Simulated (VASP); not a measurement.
# GaC2 (P4/nmm) in VASP: further runs

Runs on GaC2. Level: PBE. Tasks: single point, relaxation of cell and atoms.

All numbers are computed with VASP 6.6.1; they aren't measurements. Logs are shortened: lines on timing, memory, paths and dates and some standing lists are left out, and cuts for length are marked.

## Step 1: The cell of the first run

It takes space group P4/nmm (No. 129, tetragonal). Conventional cell: a = 2.493 Å, b = 2.493 Å, c = 9.061 Å, α = 90.00°, β = 90.00°, γ = 90.00°. Ga (site symmetry 4mm) has 5 C at 2.36 to 2.42 Å and 4 Ga at 2.49 Å within 3.1 Å. Within 2.3 Å of C (site symmetry -4m2) lie 4 C at 1.76 Å. Within 2.4 Å of C (site symmetry 4mm) lie 4 C at 1.77 Å and 1 Ga at 2.36 Å.

## Step 2: Single point, PBE

Input file INCAR:

```
PREC     = Accurate       # precision mode
ENCUT    = 520            # plane-wave cutoff, eV
EDIFF    = 1E-6           # SCF threshold, eV
ISMEAR   = 0              # smearing method
SIGMA    = 0.1            # smearing width, eV
LREAL    = False          # projectors in reciprocal space
LASPH    = True           # aspherical terms in the spheres
NELM     = 100            # most SCF steps
ALGO     = Normal         # electronic algorithm
ISIF     = 2              # what is computed and relaxed
LWAVE    = False          # write WAVECAR
LCHARG   = False          # write CHGCAR
GGA      = PE             # functional
NBANDS   = 30             # bands
```

Input file KPOINTS:

```
Automatic mesh
0
Gamma
  6 6 4
```

Input file POSCAR:

```
GaC2
1.0
    2.4925472446      0.0000000000      0.0000000000
    0.0000000000      2.4925472446      0.0000000000
    0.0000000000      0.0000000000      9.0610098389
Ga C
2 4
Direct
    0.5000000000      0.0000000000      0.2286056979
    0.0000000000      0.5000000000      0.7713943021
    0.0000000000      0.0000000000      0.0000000000
    0.5000000000      0.5000000000      0.0000000000
    0.5000000000      0.0000000000      0.4887012816
    0.0000000000      0.5000000000      0.5112987184
```

Potentials or basis: VASP PAW PBE potentials, release 64 (Ga_d, C).

Run with:

```
$ cat potpaw_PBE.64/Ga_d/POTCAR potpaw_PBE.64/C/POTCAR > POTCAR
$ mpirun -np 1 vasp_std > vasp.out
```

OUTCAR:

```text
PREC = Accurate
   ENCUT = 520
   EDIFF = 1E-6
   ISMEAR = 0
   LREAL = False
   LASPH = True
   NELM = 100
   ISIF = 2
   GGA = PE

 ion  position               nearest neighbor table
   1  0.500  0.000  0.229-   5 2.36   4 2.42   3 2.42   4 2.42   3 2.42
   2  0.000  0.500  0.771-   6 2.36   4 2.42   3 2.42   3 2.42   4 2.42
   3  0.000  0.000  0.000-   4 1.76   4 1.76   4 1.76   4 1.76   2 2.42   1 2.42   1 2.42   2 2.42

   4  0.500  0.500  0.000-   3 1.76   3 1.76   3 1.76   3 1.76   2 2.42   2 2.42   1 2.42   1 2.42

   5  0.500  0.000  0.489-   6 1.77   6 1.77   6 1.77   6 1.77   1 2.36
   6  0.000  0.500  0.511-   5 1.77   5 1.77   5 1.77   5 1.77   2 2.36

  LATTYP: Found a simple tetragonal cell.
 ALAT       =     2.4925472446
 C/A-ratio  =     3.6352409602

  Lattice vectors:

 A1 = (   2.4925472446,   0.0000000000,   0.0000000000)
 A2 = (   0.0000000000,   2.4925472446,   0.0000000000)
 A3 = (   0.0000000000,   0.0000000000,   9.0610098389)

Analysis of symmetry for initial positions (statically):
=====================================================================
 Subroutine PRICEL returns:
 Original cell was already a primitive cell.

 Routine SETGRP: Setting up the symmetry group for a
 simple tetragonal supercell.

 Subroutine GETGRP returns: Found 16 space group operations
 (whereof  8 operations were pure point group operations)
 out of a pool of 16 trial point group operations.

The static configuration has the point symmetry D_2d.
 The point group associated with its full space group is D_4h.

Analysis of symmetry for dynamics (positions and initial velocities):
=====================================================================
 Subroutine PRICEL returns:
 Original cell was already a primitive cell.

 Routine SETGRP: Setting up the symmetry group for a
 simple tetragonal supercell.

 Subroutine GETGRP returns: Found 16 space group operations
 (whereof  8 operations were pure point group operations)
 out of a pool of 16 trial point group operations.

The dynamic configuration has the point symmetry D_2d.
 The point group associated with its full space group is D_4h.

 Subroutine INISYM returns: Found 16 space group operations
 (whereof  8 operations are pure point group operations),
 and found     1 'primitive' translations

----------------------------------------------------------------------------------------

                                     Primitive cell

  volume of cell :      56.2942

  direct lattice vectors                    reciprocal lattice vectors
     2.492547245  0.000000000  0.000000000     0.401196006  0.000000000  0.000000000
     0.000000000  2.492547245  0.000000000     0.000000000  0.401196006  0.000000000
     0.000000000  0.000000000  9.061009839     0.000000000  0.000000000  0.110362975

  length of vectors
     2.492547245  2.492547245  9.061009839     0.401196006  0.401196006  0.110362975

  position of ions in fractional coordinates (direct lattice)
     0.500000000  0.000000000  0.228605698
     0.000000000  0.500000000  0.771394302
     0.000000000  0.000000000  0.000000000
     0.500000000  0.500000000  0.000000000
     0.500000000  0.000000000  0.488701282
     0.000000000  0.500000000  0.511298718

  ion indices of the primitive-cell ions
   primitive index   ion index
                 1           1
                 2           2
                 3           3
                 4           4
                 5           5
                 6           6

----------------------------------------------------------------------------------------

 KPOINTS: Automatic mesh

Automatic generation of k-mesh.
 Grid dimensions read from file:
 generate k-points for:    6    6    4

 Generating k-lattice:

  Cartesian coordinates                     Fractional coordinates (reciprocal lattice)
     0.066866001  0.000000000  0.000000000     0.166666667  0.000000000  0.000000000
     0.000000000  0.066866001  0.000000000     0.000000000  0.166666667  0.000000000
     0.000000000  0.000000000  0.027590744     0.000000000  0.000000000  0.250000000

  Length of vectors
     0.066866001  0.066866001  0.027590744

  Shift w.r.t. Gamma in fractional coordinates (k-lattice)
     0.000000000  0.000000000  0.000000000

 Subroutine IBZKPT returns following result:
 ===========================================

 Found     30 irreducible k-points:

 Following reciprocal coordinates:
            Coordinates               Weight
  0.000000  0.000000  0.000000      1.000000
  0.166667  0.000000  0.000000      4.000000
  0.333333  0.000000  0.000000      4.000000
  0.500000  0.000000  0.000000      2.000000
  0.166667  0.166667  0.000000      4.000000
  0.333333  0.166667  0.000000      8.000000
[... 16 lines left out ...]
  0.333333  0.000000  0.500000      4.000000
  0.500000  0.000000  0.500000      2.000000
 [... further k-points ...]
   k-points           NKPTS =     30   k-points in BZ     NKDIM =     30   number of bands    NBANDS=     30
   number of dos      NEDOS =    301   number of ions     NIONS =      6
   total plane-waves  NPLWV =  28000
   dimension x,y,z NGX =    20 NGY =   20 NGZ =   70
   dimension x,y,z NGXF=    40 NGYF=   40 NGZF=  140
   ions per type =               2   4
   NGX,Y,Z   is equivalent  to a cutoff of  13.34, 13.34, 12.84 a.u.
   NGXF,Y,Z  is equivalent  to a cutoff of  26.68, 26.68, 25.69 a.u.
 SYSTEM =  unknown system
   PREC   = accura    normal or accurate (medium, high low for compatibility)
   ISTART =      0    job   : 0-new  1-cont  2-samecut
   ICHARG =      2    charge: 1-file 2-atom 10-const
   ISPIN  =      1    spin polarized calculation?
   LNONCOLLINEAR =      F non collinear calculations
   LSORBIT =      F    spin-orbit coupling
   LASPH  =      T    aspherical Exc in radial PAW
   ENCUT  =  520.0 eV  38.22 Ry    6.18 a.u.   4.63  4.63 16.85*2*pi/ulx,y,z
   NELM   =    100;   NELMIN=  2; NELMDL= -5     # of ELM steps
   EDIFF  = 0.1E-05   stopping-criterion for ELM
   LREAL  =      F    real-space projection
   EDIFFG = 0.1E-04   stopping-criterion for IOM
   NSW    =      0    number of steps for IOM
   IBRION =     -1    ionic relax: 0-MD 1-quasi-New 2-CG
   NFREE  =      0    steps in history (QN), initial steepest desc. (CG)
   ISIF   =      2    stress and relaxation
   ISYM   =      2    0-nonsym 1-usesym 2-fastsym
   POTIM  = 0.5000    time-step for ionic-motion
   TEBEG  =    0.0;   TEEND  =   0.0 temperature during run
   PSTRESS=    0.0 pullay stress
   NELECT =      42.0000    total number of electrons
   NUPDOWN=      -1.0000    fix difference up-down
   EMIN   =  10.00;   EMAX   =-10.00  energy-range for DOS
   EFERMI =   0.00;   METHOD = LEGACY
   ISMEAR =     0;   SIGMA  =   0.10  broadening in eV -4-tet -1-fermi 0-gaus
   EFERMI_NEDOS =   21; number of points for ismear=-14 and -15
   IALGO  =     38    algorithm
   IMIX   =      4    mixing-type and parameters
     AMIX     =   0.40;   BMIX     =  1.00
     AMIX_MAG =   1.60;   BMIX_MAG =  1.00
  volume/ion in A,a.u.               =       9.38        63.32
  Fermi-wavevector in a.u.,A,eV,Ry     =   1.484807  2.805879 29.996126  2.204653
  Thomas-Fermi vector in A             =   2.598298
   LORBIT       =      0    0 simple, 1 ext, 2 COOP (PROOUT), +10 PAW based schemes
   GGA     = PE    functional components
   LHFCALC =     F    Hartree Fock is set to
   AEXX    =    0.0000 exact exchange contribution
   IVDW    =     0    specifies the selected vdW correction
   LEPSILON=     F    determine dielectric tensor
   LRPA    =     F    only Hartree local field effects (RPA)
 non-spin polarized calculation
 Gauss-broadening in eV      SIGMA  =   0.10
  energy-cutoff  :      520.00
  volume of cell :       56.29
 maximum number of plane-waves:      1550
 NGX is ok and might be reduce to    20
   NGX =  9   NGY =  9   NGZ = 33

 number of electron      41.9999993 magnetization

 Free energy of the ion-electron system (eV)
  ---------------------------------------------------
  ext. energy  EPLUGINS =         0.00000000
  ---------------------------------------------------
  free energy    TOTEN  =       -31.07791448 eV

  energy without entropy =      -31.06427453  energy(sigma->0) =      -31.07109451

 E-fermi :   7.5464     XC(G=0): -12.4894

 val. band max:        7.5168411648   @ k =   0.3333   0.0000   0.0000
 cond. band min:       7.5918481473   @ k =   0.3333   0.3333   0.5000
 fundamental gap:      0.0750069824
 Fermi energy:         7.5463859625

 k-point     1 :       0.0000    0.0000    0.0000
  band No.  band energies     occupation
      1     -10.5554      2.00000
      2      -9.7188      2.00000
      3      -7.8028      2.00000
      4      -7.8028      2.00000
      5      -7.5147      2.00000
      6      -7.4717      2.00000
[... 22 lines left out ...]
     29      19.1849      0.00000
     30      19.8048      0.00000

 k-point     2 :       0.1667    0.0000    0.0000
  band No.  band energies     occupation
      1     -10.0340      2.00000
      2      -9.1996      2.00000
      3      -7.7113      2.00000
      4      -7.7105      2.00000
      5      -7.4105      2.00000
      6      -7.3311      2.00000
[... 22 lines left out ...]
     29      17.4878      0.00000
     30      17.7288      0.00000

 k-point     3 :       0.3333    0.0000    0.0000
  band No.  band energies     occupation
      1      -8.5861      2.00000
      2      -7.7910      2.00000
      3      -7.6134      2.00000
      4      -7.6000      2.00000
      5      -7.3517      2.00000
      6      -7.1629      2.00000
[... 22 lines left out ...]
     29      14.0891      0.00000
     30      17.4589      0.00000

 k-point     4 :       0.5000    0.0000    0.0000
  band No.  band energies     occupation
      1      -7.5857      2.00000
      2      -7.5857      2.00000
      3      -7.5445      2.00000
      4      -7.5445      2.00000
      5      -7.1456      2.00000
      6      -7.1456      2.00000
[... 22 lines left out ...]
     29      15.6978      0.00000
     30      15.6978      0.00000

 k-point     5 :       0.1667    0.1667    0.0000
  band No.  band energies     occupation
      1      -9.5243      2.00000
      2      -8.6896      2.00000
      3      -7.5629      2.00000
      4      -7.5615      2.00000
      5      -7.3618      2.00000
      6      -7.2567      2.00000
[... 22 lines left out ...]
     29      16.1378      0.00000
     30      16.7315      0.00000
[... 526 lines left out ...]
     29      19.1449      0.00000
     30      19.7718      0.00000

 k-point    22 :       0.1667    0.0000    0.5000
  band No.  band energies     occupation
      1     -10.0154      2.00000
      2      -9.2356      2.00000
      3      -7.7109      2.00000
      4      -7.7109      2.00000
      5      -7.3713      2.00000
      6      -7.3629      2.00000
[... 22 lines left out ...]
     29      17.4969      0.00000
     30      17.7256      0.00000

 k-point    23 :       0.3333    0.0000    0.5000
  band No.  band energies     occupation
      1      -8.5762      2.00000
      2      -7.8146      2.00000
      3      -7.6112      2.00000
      4      -7.6022      2.00000
      5      -7.2878      2.00000
      6      -7.2506      2.00000
[... 22 lines left out ...]
     29      14.7835      0.00000
     30      15.9033      0.00000

 k-point    24 :       0.5000    0.0000    0.5000
  band No.  band energies     occupation
      1      -7.5928      2.00000
      2      -7.5928      2.00000
      3      -7.5521      2.00000
      4      -7.5521      2.00000
      5      -7.1414      2.00000
      6      -7.1414      2.00000
[... 22 lines left out ...]
     29      15.6843      0.00000
     30      15.6843      0.00000

 [... further k-points ...]
[... 5 lines left out ...]
  --------------------------------------------------------------------------------------
  -------------------------------------------------------------------------------------
  Total        0.1109866      0.1109866      0.1510954      0.0000000      0.0000000      0.0000000
  in kB        3.1587669      3.1587669      4.3002961      0.0000000      0.0000000      0.0000000
  external PRESSURE =       3.5392766 kB  Pullay stress =       0.0000000 kB

 VOLUME and BASIS-vectors are now :
 -----------------------------------------------------------------------------
  energy-cutoff  :      520.00
  volume of cell :       56.29
      direct lattice vectors                 reciprocal lattice vectors
     2.492547245  0.000000000  0.000000000     0.401196006  0.000000000  0.000000000
     0.000000000  2.492547245  0.000000000     0.000000000  0.401196006  0.000000000
     0.000000000  0.000000000  9.061009839     0.000000000  0.000000000  0.110362975

 POSITION                                       TOTAL-FORCE (eV/Angst)
 -----------------------------------------------------------------------------------
      1.24627      0.00000      2.07140         0.000000      0.000000      0.013544
      0.00000      1.24627      6.98961         0.000000      0.000000     -0.013544
      0.00000      0.00000      0.00000         0.000000     -0.000000      0.000000
      1.24627      1.24627      0.00000         0.000000      0.000000      0.000000
      1.24627      0.00000      4.42813         0.000000     -0.000000      0.004924
      0.00000      1.24627      4.63288         0.000000      0.000000     -0.004924
 -----------------------------------------------------------------------------------
    total drift:                               -0.000000      0.000000      0.000000

  FREE ENERGIE OF THE ION-ELECTRON SYSTEM (eV)
  ---------------------------------------------------
  free  energy   TOTEN  =       -31.0779144759 eV

  energy  without entropy=      -31.0642745342  energy(sigma->0) =      -31.07109451
```

Run time: 46 s. Hardware: 1 thread of Intel Xeon Platinum 8488C (Sapphire Rapids), shared host; peak memory 0.19 GiB.

Results:

| Item | Value |
| --- | --- |
| Free energy | -31.0779 eV |
| Pressure | 0.4 GPa |
| Largest force | 0.014 eV/Å |
| Band gap on the k mesh | zero (band 21 reaches 11.22 eV, above the bottom of band 22 at 5.81 eV) |

Forces in eV/Å, atoms in the order of the input:
```
Ga   0.000  0.000  0.014
Ga   0.000  0.000 -0.014
C    0.000  0.000  0.000
C    0.000  0.000  0.000
C    0.000  0.000  0.005
C    0.000  0.000 -0.005
```

Stress tensor (GPa, compression positive):
```
0.32 0.00 0.00
0.00 0.32 0.00
0.00 0.00 0.43
```

Caveat: the k points lie up to 0.42 Å⁻¹ apart.

## Step 3: Single point, PBE

This run uses another cell than the first one, of 10.78 Å³/atom, 1.149 times its volume.

Input file INCAR:

```
  PREC = Accurate
  ENCUT = 520
  EDIFF = 1E-6
  ISMEAR = 0
  SIGMA = 0.1
  LREAL = F
  LASPH = T
  NELM = 60
  ALGO = Normal
  ISIF = 2
  LWAVE = F
  LCHARG = T
  GGA = PE
  LELF = T
  LVHAR = T
  NBANDS = 30
```

Input file KPOINTS:

```
regular mesh
0
Gamma
  6 6 4
```

Input file POSCAR:

```
GaC2
1.0
    3.1354782063      0.0000000000      0.0000000000
    0.0000000000      3.1354782063      0.0000000000
    0.0000000000      0.0000000000      6.5802069551
Ga C
2 4
Direct
    0.5000000000      0.0000000000      0.2800000000
    0.0000000000      0.5000000000      0.7200000000
    0.0000000000      0.0000000000      0.0000000000
    0.5000000000      0.5000000000      0.0000000000
    0.5000000000      0.0000000000      0.6400000000
    0.0000000000      0.5000000000      0.3600000000
```

Potentials or basis: VASP PAW PBE potentials, release 64 (Ga_d, C).

Run with:

```
$ cat potpaw_PBE.64/Ga_d/POTCAR potpaw_PBE.64/C/POTCAR > POTCAR
$ mpirun -np 1 vasp_std > vasp.out
```

Wall time 40 s (1 thread of Intel Xeon Platinum 8488C (Sapphire Rapids), shared host); peak memory 0.2 GiB.

Results (log left out):

- Free energy: -27.3687 eV
- Pressure: -12.1 GPa
- Largest force: 0.618 eV/Å
- Band gap on the k mesh: zero (band 21 reaches 6.87 eV, above the bottom of band 22 at 3.29 eV)

Forces in eV/Å, atoms in the order of the input:
```
Ga   0.000  0.000  0.618
Ga   0.000  0.000 -0.618
C    0.000  0.000  0.000
C    0.000  0.000  0.000
C    0.000  0.000 -0.245
C    0.000  0.000  0.245
```

Stress tensor (GPa, compression positive):
```
-13.40   0.00   0.00
  0.00 -13.40   0.00
  0.00   0.00  -9.63
```

Levels at points of the mesh, in eV from the Fermi level:
| k point | band 18 | band 19 | band 20 | band 21 | band 22 | band 23 | band 24 | band 25 |
| --- | --- | --- | --- | --- | --- | --- | --- | --- |
| (0.00, 0.00, 0.00) | -2.02 | -0.72 | -0.72 | 0.18 | 0.18 | 0.27 | 1.46 | 2.96 |
| (0.50, 0.00, 0.00) | -0.89 | 0.00 | 0.00 | 0.05 | 0.05 | 1.11 | 1.11 | 1.69 |
| (0.50, 0.50, 0.00) | -4.38 | -4.35 | -4.35 | -2.65 | -2.65 | 1.01 | 1.01 | 2.61 |
| (0.00, 0.00, 0.50) | -1.37 | -1.37 | -1.30 | 0.01 | 0.72 | 0.72 | 1.44 | 4.14 |
| (0.50, 0.00, 0.50) | -3.22 | 0.12 | 0.12 | 0.93 | 0.93 | 1.21 | 1.21 | 2.20 |
| (0.50, 0.50, 0.50) | -5.66 | -2.32 | -2.32 | -1.46 | -1.46 | -0.20 | -0.20 | 0.80 |

(Continued in part 2 of 2.)
